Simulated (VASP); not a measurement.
# La (Fd-3m) in VASP: a series of runs

Runs on La. Level: PBE. Tasks: single point.

Everything below comes from runs of VASP 6.6.1. Logs are shortened: lines on timing, memory, paths and dates and some standing lists are left out, and cuts for length are marked.

## 1. The cell of the first run

Symmetry: Fd-3m, No. 227, cubic system. The conventional cell has a = 5.750 Å, b = 5.750 Å, c = 5.750 Å, α = 90.00°, β = 90.00°, γ = 90.00°. La (site symmetry -43m) has 4 La at 2.49 Å within 3.3 Å.

## 2. Single point, PBE

The input, INCAR:

```
SYSTEM = La
PREC = Accurate
ENCUT = 520
EDIFF = 1E-7
ISMEAR = -1
SIGMA = 0.05
LREAL = .False.
LASPH = .True.
NELM = 60
ALGO = Normal
ISIF = 2
LWAVE = .False.
LCHARG = .False.
GGA = PE
NBANDS = 18
```

The input, KPOINTS:

```
Automatic mesh
0
Gamma
  12 12 12
  0 0 0
```

The input, POSCAR:

```
La
1.0
    0.0000000000      2.8749032306      2.8749032306
    2.8749032306      0.0000000000      2.8749032306
    2.8749032306      2.8749032306      0.0000000000
La
2
Direct
   -0.1250000000     -0.1250000000     -0.1250000000
    0.1250000000      0.1250000000      0.1250000000
```

Potentials or basis: VASP PAW PBE potentials, release 64 (La).

The run is started by

```
cat potpaw_PBE.64/La/POTCAR > POTCAR
mpirun -np 1 vasp_std > vasp.out
```

OUTCAR:

```text
SYSTEM = La
   PREC = Accurate
   ENCUT = 520
   EDIFF = 1E-7
   ISMEAR = -1
   LREAL = .False.
   LASPH = .True.
   NELM = 60
   ISIF = 2
   GGA = PE

 ion  position               nearest neighbor table
   1  0.875  0.875  0.875-   2 2.49   2 2.49   2 2.49   2 2.49
   2  0.125  0.125  0.125-   1 2.49   1 2.49   1 2.49   1 2.49

  LATTYP: Found a face centered cubic cell.
 ALAT       =     5.7498064612

  Lattice vectors:

 A1 = (   0.0000000000,   2.8749032306,   2.8749032306)
 A2 = (   2.8749032306,   0.0000000000,   2.8749032306)
 A3 = (   2.8749032306,   2.8749032306,   0.0000000000)

Analysis of symmetry for initial positions (statically):
=====================================================================
 Subroutine PRICEL returns:
 Original cell was already a primitive cell.

 Routine SETGRP: Setting up the symmetry group for a
 face centered cubic supercell.

 Subroutine GETGRP returns: Found 48 space group operations
 (whereof 12 operations were pure point group operations)
 out of a pool of 48 trial point group operations.

The static configuration has the point symmetry D_3d.
 The point group associated with its full space group is O_h .

Analysis of symmetry for dynamics (positions and initial velocities):
=====================================================================
 Subroutine PRICEL returns:
 Original cell was already a primitive cell.

 Routine SETGRP: Setting up the symmetry group for a
 face centered cubic supercell.

 Subroutine GETGRP returns: Found 48 space group operations
 (whereof 12 operations were pure point group operations)
 out of a pool of 48 trial point group operations.

The dynamic configuration has the point symmetry D_3d.
 The point group associated with its full space group is O_h .

 Subroutine INISYM returns: Found 48 space group operations
 (whereof 12 operations are pure point group operations),
 and found     1 'primitive' translations

----------------------------------------------------------------------------------------

                                     Primitive cell

  volume of cell :      47.5225

  direct lattice vectors                    reciprocal lattice vectors
     0.000000000  2.874903231  2.874903231    -0.173918897  0.173918897  0.173918897
     2.874903231  0.000000000  2.874903231     0.173918897 -0.173918897  0.173918897
     2.874903231  2.874903231  0.000000000     0.173918897  0.173918897 -0.173918897

  length of vectors
     4.065727139  4.065727139  4.065727139     0.301236367  0.301236367  0.301236367

  position of ions in fractional coordinates (direct lattice)
     0.875000000  0.875000000  0.875000000
     0.125000000  0.125000000  0.125000000

  ion indices of the primitive-cell ions
   primitive index   ion index
                 1           1
                 2           2

----------------------------------------------------------------------------------------

 KPOINTS: Automatic mesh

Automatic generation of k-mesh.
 Grid dimensions read from file:
 generate k-points for:   12   12   12

 Generating k-lattice:

  Cartesian coordinates                     Fractional coordinates (reciprocal lattice)
    -0.014493241  0.014493241  0.014493241     0.083333333  0.000000000  0.000000000
     0.014493241 -0.014493241  0.014493241     0.000000000  0.083333333  0.000000000
     0.014493241  0.014493241 -0.014493241     0.000000000  0.000000000  0.083333333

  Length of vectors
     0.025103031  0.025103031  0.025103031

  Shift w.r.t. Gamma in fractional coordinates (k-lattice)
     0.000000000  0.000000000  0.000000000

 Subroutine IBZKPT returns following result:
 ===========================================

 Found     72 irreducible k-points:

 Following reciprocal coordinates:
            Coordinates               Weight
  0.000000  0.000000  0.000000      1.000000
  0.083333  0.000000  0.000000      8.000000
  0.166667  0.000000  0.000000      8.000000
  0.250000  0.000000  0.000000      8.000000
  0.333333  0.000000  0.000000      8.000000
  0.416667  0.000000  0.000000      8.000000
[... 16 lines left out ...]
  0.500000  0.166667  0.000000     24.000000
 -0.416667  0.166667  0.000000     24.000000
 [... further k-points ...]
   k-points           NKPTS =     72   k-points in BZ     NKDIM =     72   number of bands    NBANDS=     18
   number of dos      NEDOS =    301   number of ions     NIONS =      2
   total plane-waves  NPLWV =  27000
   dimension x,y,z NGX =    30 NGY =   30 NGZ =   30
   dimension x,y,z NGXF=    60 NGYF=   60 NGZF=   60
   ions per type =               2
   NGX,Y,Z   is equivalent  to a cutoff of  12.27, 12.27, 12.27 a.u.
   NGXF,Y,Z  is equivalent  to a cutoff of  24.53, 24.53, 24.53 a.u.
 SYSTEM =  La
   PREC   = accura    normal or accurate (medium, high low for compatibility)
   ISTART =      0    job   : 0-new  1-cont  2-samecut
   ICHARG =      2    charge: 1-file 2-atom 10-const
   ISPIN  =      1    spin polarized calculation?
   LNONCOLLINEAR =      F non collinear calculations
   LSORBIT =      F    spin-orbit coupling
   LASPH  =      T    aspherical Exc in radial PAW
   ENCUT  =  520.0 eV  38.22 Ry    6.18 a.u.   7.56  7.56  7.56*2*pi/ulx,y,z
   NELM   =     60;   NELMIN=  2; NELMDL= -5     # of ELM steps
   EDIFF  = 0.1E-06   stopping-criterion for ELM
   LREAL  =      F    real-space projection
   EDIFFG = 0.1E-05   stopping-criterion for IOM
   NSW    =      0    number of steps for IOM
   IBRION =     -1    ionic relax: 0-MD 1-quasi-New 2-CG
   NFREE  =      0    steps in history (QN), initial steepest desc. (CG)
   ISIF   =      2    stress and relaxation
   ISYM   =      2    0-nonsym 1-usesym 2-fastsym
   POTIM  = 0.5000    time-step for ionic-motion
   TEBEG  =    0.0;   TEEND  =   0.0 temperature during run
   PSTRESS=    0.0 pullay stress
   NELECT =      22.0000    total number of electrons
   NUPDOWN=      -1.0000    fix difference up-down
   EMIN   =  10.00;   EMAX   =-10.00  energy-range for DOS
   EFERMI =   0.00;   METHOD = LEGACY
   ISMEAR =    -1;   SIGMA  =   0.05  broadening in eV -4-tet -1-fermi 0-gaus
   EFERMI_NEDOS =   21; number of points for ismear=-14 and -15
   IALGO  =     38    algorithm
   IMIX   =      4    mixing-type and parameters
     AMIX     =   0.40;   BMIX     =  1.00
     AMIX_MAG =   1.60;   BMIX_MAG =  1.00
  volume/ion in A,a.u.               =      23.76       160.35
  Fermi-wavevector in a.u.,A,eV,Ry     =   1.266434  2.393213 21.821766  1.603855
  Thomas-Fermi vector in A             =   2.399635
   LORBIT       =      0    0 simple, 1 ext, 2 COOP (PROOUT), +10 PAW based schemes
   GGA     = PE    functional components
   LHFCALC =     F    Hartree Fock is set to
   AEXX    =    0.0000 exact exchange contribution
   IVDW    =     0    specifies the selected vdW correction
   LEPSILON=     F    determine dielectric tensor
   LRPA    =     F    only Hartree local field effects (RPA)
 non-spin polarized calculation
  energy-cutoff  :      520.00
  volume of cell :       47.52
 maximum number of plane-waves:      1303
   NGX = 15   NGY = 15   NGZ = 15

 number of electron      21.9999998 magnetization

 Free energy of the ion-electron system (eV)
  ---------------------------------------------------
  ext. energy  EPLUGINS =         0.00000000
  ---------------------------------------------------
  free energy    TOTEN  =        -4.26632876 eV

  energy without entropy =       -4.25983350  energy(sigma->0) =       -4.26308113

 E-fermi :  12.1551     XC(G=0): -11.2198

 val. band max:       12.1515609916   @ k =  -0.3333   0.5000   0.1667
 cond. band min:      12.1605482941   @ k =   0.4167   0.3333   0.0000
 fundamental gap:      0.0089873025
 Fermi energy:        12.1550950933

 k-point     1 :       0.0000    0.0000    0.0000
  band No.  band energies     occupation
      1     -22.3606      2.00000
      2     -16.9826      2.00000
      3      -6.2757      2.00000
      4      -6.2757      2.00000
      5      -6.2757      2.00000
      6      -2.1731      2.00000
[... 10 lines left out ...]
     17      14.5521      0.00000
     18      15.4191      0.00000

 k-point     2 :       0.0833    0.0000    0.0000
  band No.  band energies     occupation
      1     -22.3117      2.00000
      2     -17.0929      2.00000
      3      -6.3269      2.00000
      4      -6.3269      2.00000
      5      -6.2469      2.00000
      6      -2.0896      2.00000
[... 10 lines left out ...]
     17      14.5584      0.00000
     18      15.4078      0.00000

 k-point     3 :       0.1667    0.0000    0.0000
  band No.  band energies     occupation
      1     -22.1694      2.00000
      2     -17.3975      2.00000
      3      -6.4577      2.00000
      4      -6.4577      2.00000
      5      -6.1876      2.00000
      6      -1.8653      2.00000
[... 10 lines left out ...]
     17      14.5759      0.00000
     18      15.2601      0.00000

 k-point     4 :       0.2500    0.0000    0.0000
  band No.  band energies     occupation
      1     -21.9485      2.00000
      2     -17.8282      2.00000
      3      -6.6193      2.00000
      4      -6.6193      2.00000
      5      -6.1462      2.00000
      6      -1.5777      2.00000
[... 375 lines left out ...]
      4      -7.0684      2.00000
      5      -5.2141      2.00000
      6      -2.0081      2.00000
[... 10 lines left out ...]
     17      15.0458      0.00000
     18      15.4280      0.00000

 k-point    23 :       0.5000    0.1667    0.0000
  band No.  band energies     occupation
      1     -21.1917      2.00000
      2     -19.0214      2.00000
      3      -7.4327      2.00000
      4      -7.0814      2.00000
      5      -5.1921      2.00000
      6      -1.7394      2.00000
[... 10 lines left out ...]
     17      15.3339      0.00000
     18      15.4889      0.00000

 k-point    24 :      -0.4167    0.1667    0.0000
  band No.  band energies     occupation
      1     -21.1589      2.00000
      2     -19.0658      2.00000
      3      -7.4938      2.00000
      4      -7.0236      2.00000
      5      -5.2275      2.00000
      6      -1.5703      2.00000
[... 10 lines left out ...]
     17      15.3230      0.00000
     18      15.5595      0.00000

 [... further k-points ...]
[... 5 lines left out ...]
  --------------------------------------------------------------------------------------
  -------------------------------------------------------------------------------------
  Total       19.1353437     19.1353437     19.1353437      0.0000000      0.0000000      0.0000000
  in kB      645.1298843    645.1298843    645.1298843      0.0000000      0.0000000      0.0000000
  external PRESSURE =     645.1298843 kB  Pullay stress =       0.0000000 kB

 VOLUME and BASIS-vectors are now :
 -----------------------------------------------------------------------------
  energy-cutoff  :      520.00
  volume of cell :       47.52
      direct lattice vectors                 reciprocal lattice vectors
     0.000000000  2.874903231  2.874903231    -0.173918897  0.173918897  0.173918897
     2.874903231  0.000000000  2.874903231     0.173918897 -0.173918897  0.173918897
     2.874903231  2.874903231  0.000000000     0.173918897  0.173918897 -0.173918897

 POSITION                                       TOTAL-FORCE (eV/Angst)
 -----------------------------------------------------------------------------------
      5.03108      5.03108      5.03108        -0.000000     -0.000000     -0.000000
      0.71873      0.71873      0.71873         0.000000      0.000000      0.000000
 -----------------------------------------------------------------------------------
    total drift:                               -0.000000      0.000000      0.000000

  FREE ENERGIE OF THE ION-ELECTRON SYSTEM (eV)
  ---------------------------------------------------
  free  energy   TOTEN  =        -4.2663287643 eV

  energy  without entropy=       -4.2598335031  energy(sigma->0) =       -4.26308113
```

Run time: 40 s. Hardware: 1 thread of Intel Xeon 6975P-C (Granite Rapids), shared host; peak memory 0.21 GiB.

Results:

```
Free energy            : -4.2663 eV
Pressure               : 64.5 GPa
Band gap on the k mesh : zero (band 11 reaches 12.19 eV, above the bottom of band 12 at 11.93 eV)
```

Caveat: spin-orbit coupling is left out, which moves the levels of the heavy elements.

## 3. Single point, PBE

The input, INCAR:

```
PREC = Accurate ; ENCUT = 520
EDIFF = 1E-6 ; ISMEAR = -1
SIGMA = 0.05 ; LREAL = F
LASPH = T ; NELM = 60
ALGO = Normal ; ISIF = 2
LWAVE = F ; LCHARG = F
GGA = PE ; NBANDS = 18
```

The input, KPOINTS:

```
regular mesh
0
Gamma
  12 12 12
```

The input, POSCAR:

```
La
1.0
    0.0000000000      2.8743102135      2.8743102135
    2.8743102135      0.0000000000      2.8743102135
    2.8743102135      2.8743102135      0.0000000000
La
2
Direct
   -0.1250000000     -0.1250000000     -0.1250000000
    0.1250000000      0.1250000000      0.1250000000
```

Potentials or basis: VASP PAW PBE potentials, release 64 (La).

The run is started by

```
cat potpaw_PBE.64/La/POTCAR > POTCAR
mpirun -np 1 vasp_std > vasp.out
```

It took 37 s on 1 thread of Intel Xeon 6975P-C (Granite Rapids), shared host; peak memory 0.21 GiB.

It converged, with:

```
Free energy            : -4.2545 eV
Pressure               : 64.7 GPa
Band gap on the k mesh : zero (band 11 reaches 12.20 eV, above the bottom of band 12 at 11.94 eV)
```

Levels at points of the mesh, in eV from the Fermi level:
```
           k point  band 8  band 9  band 10  band 11  band 12  band 13  band 14  band 15
(0.00, 0.00, 0.00)  -14.33   -2.25    -1.16    -1.16     1.18     1.18     1.18     2.40
(0.50, 0.00, 0.00)  -12.42   -1.64    -0.85    -0.85    -0.13     0.10     0.10     2.50
(0.50, 0.50, 0.00)  -11.68   -2.24    -2.24    -0.23    -0.23     0.83     0.83     2.64
```

Caveat: spin-orbit coupling is left out, which moves the levels of the heavy elements.
